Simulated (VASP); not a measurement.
# Ga (Cmcm) in VASP: single point with r2SCAN

Aim: the single point of Ga with r2SCAN.

Everything below comes from runs of VASP 6.6.1. Logs are shortened: lines on timing, memory, paths and dates and some standing lists are left out, and cuts for length are marked.

### Step 1. The cell of the first run

The structure is orthorhombic, space group Cmcm (No. 63). The conventional cell has a = 3.226 Å, b = 9.045 Å, c = 3.170 Å, α = 90.00°, β = 90.00°, γ = 90.00°. Within 3.8 Å of Ga (site symmetry m2m) lie 10 Ga at 2.88 to 3.23 Å.

### Step 2. Single point, r2SCAN (strain +0.1125 x Voigt [1, 1, 0, 0, 0, 0])

File POSCAR:

```
Ga
1.0
    1.6131250000     -4.5223125000      0.0000000000
    1.6131250000      4.5223125000      0.0000000000
    0.0000000000      0.0000000000      3.1700000000
Ga
2
Direct
    0.8670000000      0.1330000000      0.2500000000
    0.1330000000      0.8670000000      0.7500000000
```

File INCAR.step1:

```
  ALGO = Normal
  EDIFF = 1E-4
  ENCUT = 520
  GGA = PE
  ISMEAR = 0
  LASPH = T
  LCHARG = F
  LREAL = F
  LWAVE = T
  NBANDS = 20
  NELM = 100
  PREC = Accurate
  SIGMA = 0.15
```

File INCAR.step2:

```
  ALGO = Normal
  EDIFF = 1E-6
  ENCUT = 520
  ISIF = 2
  ISMEAR = 0
  ISTART = 1
  LASPH = T
  LCHARG = F
  LMIXTAU = T
  LREAL = F
  LWAVE = F
  METAGGA = R2SCAN
  NBANDS = 20
  NELM = 100
  PREC = Accurate
  SIGMA = 0.15
```

File KPOINTS:

```
k-points
0
Gamma
  18 18 16
```

Potentials or basis: VASP PAW PBE potentials, release 64 (Ga_d).

Run with:

```bash
$ cat potpaw_PBE.64/Ga_d/POTCAR > POTCAR
$ cp INCAR.step1 INCAR
$ mpirun -np 1 vasp_std > vasp.out
$ cp INCAR.step2 INCAR
$ mpirun -np 1 vasp_std > vasp.out
```

OUTCAR:

```text
EDIFF = 1E-6
   ENCUT = 520
   ISIF = 2
   ISMEAR = 0
   ISTART = 1
   LASPH = T
   LREAL = F
   METAGGA = R2SCAN
   NELM = 100
   PREC = Accurate

 ion  position               nearest neighbor table
   1  0.867  0.133  0.250-   2 2.88   2 2.88
   2  0.133  0.867  0.750-   1 2.88   1 2.88

  LATTYP: Found a base centered orthorhombic cell.
 ALAT       =     3.2262500000
 B/A-ratio  =     2.8034482759
 C/A-ratio  =     0.9825648973

  Lattice vectors:

 A1 = (   1.6131250000,  -4.5223125000,   0.0000000000)
 A2 = (   1.6131250000,   4.5223125000,   0.0000000000)
 A3 = (   0.0000000000,   0.0000000000,   3.1700000000)

Analysis of symmetry for initial positions (statically):
=====================================================================
 Subroutine PRICEL returns:
 Original cell was already a primitive cell.

 Routine SETGRP: Setting up the symmetry group for a
 base centered orthorhombic supercell.

 Subroutine GETGRP returns: Found  8 space group operations
 (whereof  4 operations were pure point group operations)
 out of a pool of  8 trial point group operations.

The static configuration has the point symmetry C_2h.
 The point group associated with its full space group is D_2h.

Analysis of symmetry for dynamics (positions and initial velocities):
=====================================================================
 Subroutine PRICEL returns:
 Original cell was already a primitive cell.

 Routine SETGRP: Setting up the symmetry group for a
 base centered orthorhombic supercell.

 Subroutine GETGRP returns: Found  8 space group operations
 (whereof  4 operations were pure point group operations)
 out of a pool of  8 trial point group operations.

The dynamic configuration has the point symmetry C_2h.
 The point group associated with its full space group is D_2h.

 Subroutine INISYM returns: Found  8 space group operations
 (whereof  4 operations are pure point group operations),
 and found     1 'primitive' translations

----------------------------------------------------------------------------------------

                                     Primitive cell

  volume of cell :      46.2507

  direct lattice vectors                    reciprocal lattice vectors
     1.613125000 -4.522312500  0.000000000     0.309957381 -0.110562903  0.000000000
     1.613125000  4.522312500  0.000000000     0.309957381  0.110562903  0.000000000
     0.000000000  0.000000000  3.170000000     0.000000000  0.000000000  0.315457413

  length of vectors
     4.801404233  4.801404233  3.170000000     0.329086210  0.329086210  0.315457413

  position of ions in fractional coordinates (direct lattice)
     0.867000000  0.133000000  0.250000000
     0.133000000  0.867000000  0.750000000

  ion indices of the primitive-cell ions
   primitive index   ion index
                 1           1
                 2           2

----------------------------------------------------------------------------------------

 KPOINTS: k-points

Automatic generation of k-mesh.
 Grid dimensions read from file:
 generate k-points for:   18   18   16

 Generating k-lattice:

  Cartesian coordinates                     Fractional coordinates (reciprocal lattice)
     0.017219854 -0.006142384  0.000000000     0.055555556  0.000000000  0.000000000
     0.017219854  0.006142384  0.000000000     0.000000000  0.055555556  0.000000000
     0.000000000  0.000000000  0.019716088     0.000000000  0.000000000  0.062500000

  Length of vectors
     0.018282567  0.018282567  0.019716088

  Shift w.r.t. Gamma in fractional coordinates (k-lattice)
     0.000000000  0.000000000  0.000000000

 Subroutine IBZKPT returns following result:
 ===========================================

 Found    819 irreducible k-points:

 Following reciprocal coordinates:
            Coordinates               Weight
  0.000000  0.000000  0.000000      1.000000
  0.055556  0.000000  0.000000      4.000000
  0.111111  0.000000  0.000000      4.000000
  0.166667  0.000000  0.000000      4.000000
  0.222222 -0.000000  0.000000      4.000000
  0.277778  0.000000  0.000000      4.000000
[... 16 lines left out ...]
 -0.277778  0.055556  0.000000      4.000000
 -0.222222  0.055556  0.000000      4.000000
 [... further k-points ...]
   k-points           NKPTS =    819   k-points in BZ     NKDIM =    819   number of bands    NBANDS=     20
   number of dos      NEDOS =    301   number of ions     NIONS =      2
   total plane-waves  NPLWV =  31104
   dimension x,y,z NGX =    36 NGY =   36 NGZ =   24
   dimension x,y,z NGXF=    72 NGYF=   72 NGZF=   48
   ions per type =               2
   NGX,Y,Z   is equivalent  to a cutoff of  12.46, 12.46, 12.59 a.u.
   NGXF,Y,Z  is equivalent  to a cutoff of  24.93, 24.93, 25.17 a.u.
 SYSTEM =  unknown system
   PREC   = accura    normal or accurate (medium, high low for compatibility)
   ISTART =      1    job   : 0-new  1-cont  2-samecut
   ICHARG =      0    charge: 1-file 2-atom 10-const
   ISPIN  =      1    spin polarized calculation?
   LNONCOLLINEAR =      F non collinear calculations
   LSORBIT =      F    spin-orbit coupling
   LASPH  =      T    aspherical Exc in radial PAW
   ENCUT  =  520.0 eV  38.22 Ry    6.18 a.u.   8.93  8.93  5.89*2*pi/ulx,y,z
   NELM   =    100;   NELMIN=  2; NELMDL=  0     # of ELM steps
   EDIFF  = 0.1E-05   stopping-criterion for ELM
   LREAL  =      F    real-space projection
   EDIFFG = 0.1E-04   stopping-criterion for IOM
   NSW    =      0    number of steps for IOM
   IBRION =     -1    ionic relax: 0-MD 1-quasi-New 2-CG
   NFREE  =      0    steps in history (QN), initial steepest desc. (CG)
   ISIF   =      2    stress and relaxation
   ISYM   =      2    0-nonsym 1-usesym 2-fastsym
   POTIM  = 0.5000    time-step for ionic-motion
   TEBEG  =    0.0;   TEEND  =   0.0 temperature during run
   PSTRESS=    0.0 pullay stress
   NELECT =      26.0000    total number of electrons
   NUPDOWN=      -1.0000    fix difference up-down
   EMIN   =  10.00;   EMAX   =-10.00  energy-range for DOS
   EFERMI =   0.00;   METHOD = LEGACY
   ISMEAR =     0;   SIGMA  =   0.15  broadening in eV -4-tet -1-fermi 0-gaus
   EFERMI_NEDOS =   21; number of points for ismear=-14 and -15
   IALGO  =     38    algorithm
   IMIX   =      4    mixing-type and parameters
     AMIX     =   0.40;   BMIX     =  1.00
     AMIX_MAG =   1.60;   BMIX_MAG =  1.00
  volume/ion in A,a.u.               =      23.13       156.06
  Fermi-wavevector in a.u.,A,eV,Ry     =   1.351118  2.553243 24.837711  1.825520
  Thomas-Fermi vector in A             =   2.478566
   LORBIT       =      0    0 simple, 1 ext, 2 COOP (PROOUT), +10 PAW based schemes
   METAGGA = R2SCAN    functional components
   LHFCALC =     F    Hartree Fock is set to
   AEXX    =    0.0000 exact exchange contribution
   IVDW    =     0    specifies the selected vdW correction
   LEPSILON=     F    determine dielectric tensor
   LRPA    =     F    only Hartree local field effects (RPA)
 non-spin polarized calculation
 Gauss-broadening in eV      SIGMA  =   0.15
  energy-cutoff  :      520.00
  volume of cell :       46.25
 maximum number of plane-waves:      1264
   NGX = 17   NGY = 17   NGZ = 11

 number of electron      25.9999992 magnetization

 Free energy of the ion-electron system (eV)
  ---------------------------------------------------
  ext. energy  EPLUGINS =         0.00000000
  ---------------------------------------------------
  free energy    TOTEN  =       -22.36502835 eV

  energy without entropy =      -22.35509452  energy(sigma->0) =      -22.36006144

 E-fermi :   3.7143     XC(G=0): -10.9345

 val. band max:        3.7080496721   @ k =   0.5000   0.1111   0.3750
 cond. band min:       3.7162051249   @ k =  -0.2778   0.1667   0.4375
 fundamental gap:      0.0081554529
 Fermi energy:         3.7142531349

 k-point     1 :       0.0000    0.0000    0.0000
  band No.  band energies     occupation
      1     -11.7518      2.00000
      2     -11.6897      2.00000
      3     -11.6861      2.00000
      4     -11.6486      2.00000
      5     -11.5776      2.00000
      6     -11.5598      2.00000
[... 12 lines left out ...]
     19      13.9484      0.00000
     20      14.8289      0.00000

 k-point     2 :       0.0556    0.0000    0.0000
  band No.  band energies     occupation
      1     -11.7501      2.00000
      2     -11.6887      2.00000
      3     -11.6847      2.00000
      4     -11.6442      2.00000
      5     -11.5792      2.00000
      6     -11.5603      2.00000
[... 12 lines left out ...]
     19      14.6441      0.00000
     20      14.8111      0.00000

 k-point     3 :       0.1111    0.0000    0.0000
  band No.  band energies     occupation
      1     -11.7454      2.00000
      2     -11.6859      2.00000
      3     -11.6806      2.00000
      4     -11.6327      2.00000
      5     -11.5833      2.00000
      6     -11.5617      2.00000
[... 12 lines left out ...]
     19      14.7616      0.00000
     20      15.9867      0.00000

 k-point     4 :       0.1667    0.0000    0.0000
  band No.  band energies     occupation
      1     -11.7382      2.00000
      2     -11.6817      2.00000
      3     -11.6740      2.00000
      4     -11.6208      2.00000
      5     -11.5860      2.00000
      6     -11.5646      2.00000
[... 12 lines left out ...]
     19      15.3611      0.00000
     20      17.1196      0.00000

 k-point     5 :       0.2222   -0.0000    0.0000
  band No.  band energies     occupation
      1     -11.7294      2.00000
      2     -11.6765      2.00000
      3     -11.6660      2.00000
      4     -11.6213      2.00000
      5     -11.5811      2.00000
      6     -11.5734      2.00000
[... 12 lines left out ...]
     19      15.5439      0.00000
     20      18.3336      0.00000

 k-point     6 :       0.2778    0.0000    0.0000
  band No.  band energies     occupation
      1     -11.7200      2.00000
      2     -11.6711      2.00000
      3     -11.6585      2.00000
      4     -11.6313      2.00000
      5     -11.5832      2.00000
      6     -11.5806      2.00000
[... 12 lines left out ...]
     19      15.0961      0.00000
     20      17.5538      0.00000

 k-point     7 :       0.3333   -0.0000    0.0000
  band No.  band energies     occupation
      1     -11.7111      2.00000
      2     -11.6661      2.00000
      3     -11.6535      2.00000
      4     -11.6415      2.00000
      5     -11.5927      2.00000
      6     -11.5843      2.00000
[... 12 lines left out ...]
     19      14.2611      0.00000
     20      17.1667      0.00000
[... 277 lines left out ...]
 k-point    20 :      -0.4444    0.0556    0.0000
  band No.  band energies     occupation
      1     -11.7016      2.00000
      2     -11.6591      2.00000
      3     -11.6574      2.00000
      4     -11.6461      2.00000
      5     -11.6035      2.00000
      6     -11.5918      2.00000
[... 12 lines left out ...]
     19      14.5707      0.00000
     20      16.6333      0.00000

 k-point    21 :      -0.3889    0.0556    0.0000
  band No.  band energies     occupation
      1     -11.7071      2.00000
      2     -11.6598      2.00000
      3     -11.6575      2.00000
      4     -11.6470      2.00000
      5     -11.5969      2.00000
      6     -11.5888      2.00000
[... 12 lines left out ...]
     19      14.0474      0.00000
     20      16.6320      0.00000

 k-point    22 :      -0.3333    0.0556    0.0000
  band No.  band energies     occupation
      1     -11.7154      2.00000
      2     -11.6640      2.00000
      3     -11.6640      2.00000
      4     -11.6390      2.00000
      5     -11.5880      2.00000
      6     -11.5858      2.00000
[... 12 lines left out ...]
     19      14.4270      0.00000
     20      16.8554      0.00000

 k-point    23 :      -0.2778    0.0556    0.0000
  band No.  band energies     occupation
      1     -11.7250      2.00000
      2     -11.6731      2.00000
      3     -11.6695      2.00000
      4     -11.6285      2.00000
      5     -11.5858      2.00000
      6     -11.5782      2.00000
[... 12 lines left out ...]
     19      15.0643      0.00000
     20      17.5292      0.00000

 k-point    24 :      -0.2222    0.0556    0.0000
  band No.  band energies     occupation
      1     -11.7345      2.00000
      2     -11.6820      2.00000
      3     -11.6754      2.00000
      4     -11.6212      2.00000
      5     -11.5926      2.00000
      6     -11.5688      2.00000
[... 12 lines left out ...]
     19      15.0974      0.00000
     20      16.7063      0.00000

 [... further k-points ...]

------------------------ aborting loop because EDIFF is reached ----------------------------------------

  FORCE on cell =-STRESS in cart. coord.  units (eV):
  Direction    XX          YY          ZZ          XY          YZ          ZX
  --------------------------------------------------------------------------------------
  -------------------------------------------------------------------------------------
  Total       -2.2536294     -2.2359687     -1.8809003      0.0000000      0.0000000      0.0000000
  in kB      -78.0683908    -77.4566046    -65.1566133      0.0000000      0.0000000      0.0000000
  external PRESSURE =     -73.5605363 kB  Pullay stress =       0.0000000 kB

 VOLUME and BASIS-vectors are now :
 -----------------------------------------------------------------------------
  energy-cutoff  :      520.00
  volume of cell :       46.25
      direct lattice vectors                 reciprocal lattice vectors
     1.613125000 -4.522312500  0.000000000     0.309957381 -0.110562903  0.000000000
     1.613125000  4.522312500  0.000000000     0.309957381  0.110562903  0.000000000
     0.000000000  0.000000000  3.170000000     0.000000000  0.000000000  0.315457413

 POSITION                                       TOTAL-FORCE (eV/Angst)
 -----------------------------------------------------------------------------------
      1.61312     -3.31938      0.79250         0.000000      0.172884      0.000000
      1.61312      3.31938      2.37750         0.000000     -0.172884     -0.000000
 -----------------------------------------------------------------------------------
    total drift:                                0.000000     -0.000000     -0.000000

  FREE ENERGIE OF THE ION-ELECTRON SYSTEM (eV)
  ---------------------------------------------------
  free  energy   TOTEN  =       -22.3650283530 eV

  energy  without entropy=      -22.3550945230  energy(sigma->0) =      -22.36006144
```

Run time: 75 min. Hardware: 1 thread of Oxide Virtual Turin-like, shared host; peak memory 0.63 GiB.

Results:

```
Free energy            : -22.3650 eV
Pressure               : -7.4 GPa
Largest force          : 0.173 eV/Å
Band gap on the k mesh : zero (bands 13 and 14 overlap by 7.69 eV)
```

Forces in eV/Å, atoms in the order of the input:
```
Ga   0.000  0.173  0.000
Ga   0.000 -0.173  0.000
```

Caveat: the cell differs from its parent crystal (strain +0.1125 x Voigt [1, 1, 0, 0, 0, 0]); the cell stands under tension; the PAW data sets were made with another functional, which shifts forces and pressure a little.
